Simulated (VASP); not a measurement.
# Ta2N (P-3m1) in VASP: settings compared

Ta2N is run at these levels: PBEsol, LDA; tasks: single point.

Program: VASP 6.6.1. These are calculated values, not measurements. Logs are shortened: lines on timing, memory, paths and dates and some standing lists are left out, and cuts for length are marked.

### Step 1. The cell of the first run

The structure is trigonal, space group P-3m1 (No. 164). Conventional cell: a = 3.049 Å, b = 3.049 Å, c = 4.770 Å, α = 90.00°, β = 90.00°, γ = 120.00°. Ta (site symmetry 3m) has 3 N at 2.14 Å within 2.8 Å. N (site symmetry -3m) has 6 Ta at 2.14 Å within 2.8 Å.

### Step 2. Single point, PBEsol (volume scaled by 0.94)

Input file INCAR:

```
PREC     = Accurate       # precision mode
ENCUT    = 520            # plane-wave cutoff, eV
EDIFF    = 1E-6           # SCF threshold, eV
ISMEAR   = -1             # smearing method
SIGMA    = 0.05           # smearing width, eV
LREAL    = False          # projectors in reciprocal space
LASPH    = True           # aspherical terms in the spheres
NELM     = 100            # most SCF steps
ALGO     = Normal         # electronic algorithm
ISIF     = 2              # what is computed and relaxed
LWAVE    = False          # write WAVECAR
LCHARG   = False          # write CHGCAR
GGA      = PS             # functional
NBANDS   = 20             # bands
```

Input file KPOINTS:

```
Automatic mesh
0
Gamma
  10 10 6
```

Input file POSCAR:

```
Ta2N
1.0
    3.0493158896      0.0000000000      0.0000000000
   -1.5246579448      2.6407850245      0.0000000000
    0.0000000000      0.0000000000      4.7704285953
Ta N
2 1
Direct
    0.3333333333      0.6666666667      0.2547110000
    0.6666666667      0.3333333333      0.7452890000
    0.0000000000      0.0000000000      0.0000000000
```

Potentials or basis: VASP PAW PBE potentials, release 64 (Ta_pv, N).

Run with:

```console
> cat potpaw_PBE.64/Ta_pv/POTCAR potpaw_PBE.64/N/POTCAR > POTCAR
> mpirun -np 1 vasp_std > vasp.out
```

OUTCAR:

```text
PREC = Accurate
   ENCUT = 520
   EDIFF = 1E-6
   ISMEAR = -1
   LREAL = False
   LASPH = True
   NELM = 100
   ISIF = 2
   GGA = PS

 ion  position               nearest neighbor table
   1  0.333  0.667  0.255-   3 2.14   3 2.14   3 2.14   2 2.93   2 2.93   2 2.93   2 3.00   2 3.00
                             2 3.00
   2  0.667  0.333  0.745-   3 2.14   3 2.14   3 2.14   1 2.93   1 2.93   1 2.93   1 3.00   1 3.00
                             1 3.00
   3  0.000  0.000  0.000-   1 2.14   2 2.14   1 2.14   2 2.14   2 2.14   1 2.14

  LATTYP: Found a hexagonal cell.
 ALAT       =     3.0493158896
 C/A-ratio  =     1.5644258476

  Lattice vectors:

 A1 = (   3.0493158896,   0.0000000000,   0.0000000000)
 A2 = (  -1.5246579448,   2.6407850245,   0.0000000000)
 A3 = (   0.0000000000,   0.0000000000,   4.7704285953)

Analysis of symmetry for initial positions (statically):
=====================================================================
 Subroutine PRICEL returns:
 Original cell was already a primitive cell.

 Routine SETGRP: Setting up the symmetry group for a
 hexagonal supercell.

 Subroutine GETGRP returns: Found 12 space group operations
 (whereof 12 operations were pure point group operations)
 out of a pool of 24 trial point group operations.

The static configuration has the point symmetry D_3d.

Analysis of symmetry for dynamics (positions and initial velocities):
=====================================================================
 Subroutine PRICEL returns:
 Original cell was already a primitive cell.

 Routine SETGRP: Setting up the symmetry group for a
 hexagonal supercell.

 Subroutine GETGRP returns: Found 12 space group operations
 (whereof 12 operations were pure point group operations)
 out of a pool of 24 trial point group operations.

The dynamic configuration has the point symmetry D_3d.

 Subroutine INISYM returns: Found 12 space group operations
 (whereof 12 operations are pure point group operations),
 and found     1 'primitive' translations

----------------------------------------------------------------------------------------

                                     Primitive cell

  volume of cell :      38.4143

  direct lattice vectors                    reciprocal lattice vectors
     3.049315890  0.000000000  0.000000000     0.327942409  0.189337638  0.000000000
    -1.524657945  2.640785024  0.000000000     0.000000000  0.378675277  0.000000000
     0.000000000  0.000000000  4.770428595     0.000000000  0.000000000  0.209624771

  length of vectors
     3.049315890  3.049315890  4.770428595     0.378675277  0.378675277  0.209624771

  position of ions in fractional coordinates (direct lattice)
     0.333333333  0.666666667  0.254711000
     0.666666667  0.333333333  0.745289000
     0.000000000  0.000000000  0.000000000

  ion indices of the primitive-cell ions
   primitive index   ion index
                 1           1
                 2           2
                 3           3

----------------------------------------------------------------------------------------

 KPOINTS: Automatic mesh

Automatic generation of k-mesh.
 Grid dimensions read from file:
 generate k-points for:   10   10    6

 Generating k-lattice:

  Cartesian coordinates                     Fractional coordinates (reciprocal lattice)
     0.032794241  0.018933764  0.000000000     0.100000000  0.000000000  0.000000000
     0.000000000  0.037867528  0.000000000     0.000000000  0.100000000  0.000000000
     0.000000000  0.000000000  0.034937462     0.000000000  0.000000000  0.166666667

  Length of vectors
     0.037867528  0.037867528  0.034937462

  Shift w.r.t. Gamma in fractional coordinates (k-lattice)
     0.000000000  0.000000000  0.000000000

 Subroutine IBZKPT returns following result:
 ===========================================

 Found     72 irreducible k-points:

 Following reciprocal coordinates:
            Coordinates               Weight
  0.000000  0.000000  0.000000      1.000000
  0.100000  0.000000  0.000000      6.000000
  0.200000  0.000000  0.000000      6.000000
  0.300000  0.000000  0.000000      6.000000
  0.400000  0.000000  0.000000      6.000000
  0.500000  0.000000  0.000000      3.000000
[... 16 lines left out ...]
  0.000000  0.400000  0.166667      6.000000
  0.500000  0.000000  0.166667      6.000000
 [... further k-points ...]
   k-points           NKPTS =     72   k-points in BZ     NKDIM =     72   number of bands    NBANDS=     20
   number of dos      NEDOS =    301   number of ions     NIONS =      3
   total plane-waves  NPLWV =  20736
   dimension x,y,z NGX =    24 NGY =   24 NGZ =   36
   dimension x,y,z NGXF=    48 NGYF=   48 NGZF=   72
   ions per type =               2   1
   NGX,Y,Z   is equivalent  to a cutoff of  13.08, 13.08, 12.55 a.u.
   NGXF,Y,Z  is equivalent  to a cutoff of  26.17, 26.17, 25.09 a.u.
 SYSTEM =  unknown system
   PREC   = accura    normal or accurate (medium, high low for compatibility)
   ISTART =      0    job   : 0-new  1-cont  2-samecut
   ICHARG =      2    charge: 1-file 2-atom 10-const
   ISPIN  =      1    spin polarized calculation?
   LNONCOLLINEAR =      F non collinear calculations
   LSORBIT =      F    spin-orbit coupling
   LASPH  =      T    aspherical Exc in radial PAW
   ENCUT  =  520.0 eV  38.22 Ry    6.18 a.u.   5.67  5.67  8.87*2*pi/ulx,y,z
   NELM   =    100;   NELMIN=  2; NELMDL= -5     # of ELM steps
   EDIFF  = 0.1E-05   stopping-criterion for ELM
   LREAL  =      F    real-space projection
   EDIFFG = 0.1E-04   stopping-criterion for IOM
   NSW    =      0    number of steps for IOM
   IBRION =     -1    ionic relax: 0-MD 1-quasi-New 2-CG
   NFREE  =      0    steps in history (QN), initial steepest desc. (CG)
   ISIF   =      2    stress and relaxation
   ISYM   =      2    0-nonsym 1-usesym 2-fastsym
   POTIM  = 0.5000    time-step for ionic-motion
   TEBEG  =    0.0;   TEEND  =   0.0 temperature during run
   PSTRESS=    0.0 pullay stress
   NELECT =      27.0000    total number of electrons
   NUPDOWN=      -1.0000    fix difference up-down
   EMIN   =  10.00;   EMAX   =-10.00  energy-range for DOS
   EFERMI =   0.00;   METHOD = LEGACY
   ISMEAR =    -1;   SIGMA  =   0.05  broadening in eV -4-tet -1-fermi 0-gaus
   EFERMI_NEDOS =   21; number of points for ismear=-14 and -15
   IALGO  =     38    algorithm
   IMIX   =      4    mixing-type and parameters
     AMIX     =   0.40;   BMIX     =  1.00
     AMIX_MAG =   1.60;   BMIX_MAG =  1.00
  volume/ion in A,a.u.               =      12.80        86.41
  Fermi-wavevector in a.u.,A,eV,Ry     =   1.455566  2.750620 28.826274  2.118671
  Thomas-Fermi vector in A             =   2.572585
   LORBIT       =      0    0 simple, 1 ext, 2 COOP (PROOUT), +10 PAW based schemes
   GGA     = PS    functional components
   LHFCALC =     F    Hartree Fock is set to
   AEXX    =    0.0000 exact exchange contribution
   IVDW    =     0    specifies the selected vdW correction
   LEPSILON=     F    determine dielectric tensor
   LRPA    =     F    only Hartree local field effects (RPA)
 non-spin polarized calculation
  energy-cutoff  :      520.00
  volume of cell :       38.41
 maximum number of plane-waves:      1085
 NGX is ok and might be reduce to    24
   NGX = 11   NGY = 11   NGZ = 17

 number of electron      27.0000002 magnetization

 Free energy of the ion-electron system (eV)
  ---------------------------------------------------
  ext. energy  EPLUGINS =         0.00000000
  ---------------------------------------------------
  free energy    TOTEN  =       -36.45461510 eV

  energy without entropy =      -36.44172852  energy(sigma->0) =      -36.44817181

 E-fermi :   7.8749     XC(G=0): -13.3042

 val. band max:        7.8627925485   @ k =   0.0000   0.4000   0.3333
 cond. band min:       7.8763044441   @ k =   0.2000   0.1000   0.1667
 fundamental gap:      0.0135118956
 Fermi energy:         7.8748937248

 k-point     1 :       0.0000    0.0000    0.0000
  band No.  band energies     occupation
      1     -27.7719      2.00000
      2     -26.8562      2.00000
      3     -26.8562      2.00000
      4     -26.7034      2.00000
      5     -26.7034      2.00000
      6     -26.5740      2.00000
[... 12 lines left out ...]
     19       9.1342      0.00000
     20      13.2398      0.00000

 k-point     2 :       0.1000    0.0000    0.0000
  band No.  band energies     occupation
      1     -27.7352      2.00000
      2     -26.9308      2.00000
      3     -26.8830      2.00000
      4     -26.7777      2.00000
      5     -26.7088      2.00000
      6     -26.5879      2.00000
[... 12 lines left out ...]
     19       9.9126      0.00000
     20      13.3017      0.00000

 k-point     3 :       0.2000    0.0000    0.0000
  band No.  band energies     occupation
      1     -27.6329      2.00000
      2     -27.1265      2.00000
      3     -26.9610      2.00000
      4     -26.9480      2.00000
      5     -26.7278      2.00000
      6     -26.6323      2.00000
[... 12 lines left out ...]
     19      11.7088      0.00000
     20      12.9647      0.00000

 k-point     4 :       0.3000    0.0000    0.0000
  band No.  band energies     occupation
      1     -27.4955      2.00000
      2     -27.3586      2.00000
      3     -27.1697      2.00000
      4     -27.0221      2.00000
      5     -26.7566      2.00000
      6     -26.7083      2.00000
[... 12 lines left out ...]
     19      12.4947      0.00000
     20      13.5710      0.00000

 k-point     5 :       0.4000    0.0000    0.0000
  band No.  band energies     occupation
      1     -27.5745      2.00000
      2     -27.3360      2.00000
      3     -27.3109      2.00000
      4     -27.0788      2.00000
      5     -26.8044      2.00000
      6     -26.7823      2.00000
[... 12 lines left out ...]
     19      12.5076      0.00000
     20      13.1680      0.00000
[... 353 lines left out ...]
      6     -26.7277      2.00000
[... 12 lines left out ...]
     19      11.9802      0.00000
     20      13.8525      0.00000

 k-point    22 :       0.4000    0.0000    0.1667
  band No.  band energies     occupation
      1     -27.5957      2.00000
      2     -27.4313      2.00000
      3     -27.2134      2.00000
      4     -27.0618      2.00000
      5     -26.8003      2.00000
      6     -26.7818      2.00000
[... 12 lines left out ...]
     19      12.8197      0.00000
     20      13.2838      0.00000

 k-point    23 :       0.0000    0.4000    0.1667
  band No.  band energies     occupation
      1     -27.6504      2.00000
      2     -27.3808      2.00000
      3     -27.1888      2.00000
      4     -27.0573      2.00000
      5     -26.8051      2.00000
      6     -26.8003      2.00000
[... 12 lines left out ...]
     19      12.4763      0.00000
     20      14.4922      0.00000

 k-point    24 :       0.5000    0.0000    0.1667
  band No.  band energies     occupation
      1     -27.6844      2.00000
      2     -27.4544      2.00000
      3     -27.1556      2.00000
      4     -27.0799      2.00000
      5     -26.8345      2.00000
      6     -26.8137      2.00000
[... 12 lines left out ...]
     19      12.8624      0.00000
     20      13.7642      0.00000

 [... further k-points ...]
[... 5 lines left out ...]
  --------------------------------------------------------------------------------------
  -------------------------------------------------------------------------------------
  Total        2.3570334      2.3570334      2.6140929      0.0000000      0.0000000      0.0000000
  in kB       98.3067772     98.3067772    109.0281737      0.0000000      0.0000000      0.0000000
  external PRESSURE =     101.8805760 kB  Pullay stress =       0.0000000 kB

 VOLUME and BASIS-vectors are now :
 -----------------------------------------------------------------------------
  energy-cutoff  :      520.00
  volume of cell :       38.41
      direct lattice vectors                 reciprocal lattice vectors
     3.049315890  0.000000000  0.000000000     0.327942409  0.189337638  0.000000000
    -1.524657945  2.640785024  0.000000000     0.000000000  0.378675277  0.000000000
     0.000000000  0.000000000  4.770428595     0.000000000  0.000000000  0.209624771

 POSITION                                       TOTAL-FORCE (eV/Angst)
 -----------------------------------------------------------------------------------
     -0.00000      1.76052      1.21508         0.000000      0.000000      0.134230
      1.52466      0.88026      3.55535        -0.000000     -0.000000     -0.134230
      0.00000      0.00000      0.00000         0.000000      0.000000      0.000000
 -----------------------------------------------------------------------------------
    total drift:                               -0.000000      0.000000      0.000000

  FREE ENERGIE OF THE ION-ELECTRON SYSTEM (eV)
  ---------------------------------------------------
  free  energy   TOTEN  =       -36.4546150956 eV

  energy  without entropy=      -36.4417285167  energy(sigma->0) =      -36.44817181
```

Run time: 37 s. Hardware: 1 thread of Intel Xeon 6975P-C, shared host; peak memory 0.19 GiB.

What came out:

```
Free energy   : -36.4546 eV
Pressure      : 10.2 GPa
Largest force : 0.134 eV/Å
```

Forces on the atoms (eV/Å):
```
Ta   0.000  0.000  0.134
Ta   0.000  0.000 -0.134
N    0.000  0.000  0.000
```

Caveat: the PAW data sets were made with another functional, which shifts forces and pressure a little; spin-orbit coupling is left out, which moves the levels of the heavy elements.

(Part 1 of 2 ends here.)
